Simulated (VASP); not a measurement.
Wanted: the native input for a VASP 6.6.1 run.

| Item | Value |
| --- | --- |
| Task | relaxation of cell and atoms |
| Functional | PBE |
| Potentials or basis | VASP PAW PBE potentials, release 64 (B, N) |
| Cutoff | 600 eV |
| k mesh | 12 × 12 × 12 |
| Occupations | gaussian, width 0.01 eV |
| Spin | no spin polarisation |
| Dipole correction | no |
| Further INCAR settings | ALGO = Normal; EDIFF = 1e-06; IBRION = 2; EDIFFG = -0.001; NSW = 80; ISIF = 3 |

The structure of BN lies in POSCAR:

```
BN
1.0
    0.0000000000      1.8123485120      1.8123485120
    1.8123485120      0.0000000000      1.8123485120
    1.8123485120      1.8123485120      0.0000000000
B N
1 1
Direct
    0.0000000000      0.0000000000      0.0000000000
    0.7500000000      0.7500000000      0.7500000000
```

The input as run:

INCAR

```
ALGO = Normal ; EDIFF = 1E-6
EDIFFG = -0.001 ; ENCUT = 600
GGA = PE ; IBRION = 2
ISIF = 3 ; ISMEAR = 0
LASPH = True ; LCHARG = False
LREAL = False ; LWAVE = False
NELM = 60 ; NSW = 80
PREC = Accurate ; SIGMA = 0.01
```

KPOINTS

```
k-points
0
Gamma
  12 12 12
```

Potentials or basis: VASP PAW PBE potentials, release 64 (B, N).

Command:

```sh
$ cat potpaw_PBE.64/B/POTCAR potpaw_PBE.64/N/POTCAR > POTCAR
$ mpirun -np 1 vasp_std > vasp.out
```

Results of the run:

* Relaxed volume: 5.95 Å³/atom
* Relaxed cell: a = 2.563 Å, b = 2.563 Å, c = 2.563 Å, α = 60.00°, β = 60.00°, γ = 60.00°
* Space group after relaxing (to 0.05 Å): F-43m (No. 216)
* Energy gained by relaxing: 0.0 meV/atom
* Ionic steps: 2
* Pressure after relaxing: 0.0 GPa
* Band gap on the k mesh: 4.45 eV, indirect (least direct gap 8.78 eV)

Wall time 5.4 s on 1 thread of Intel(R) Xeon(R) Platinum 8488C (Sapphire Rapids), with other jobs on the host, peak memory 0.11 GiB.
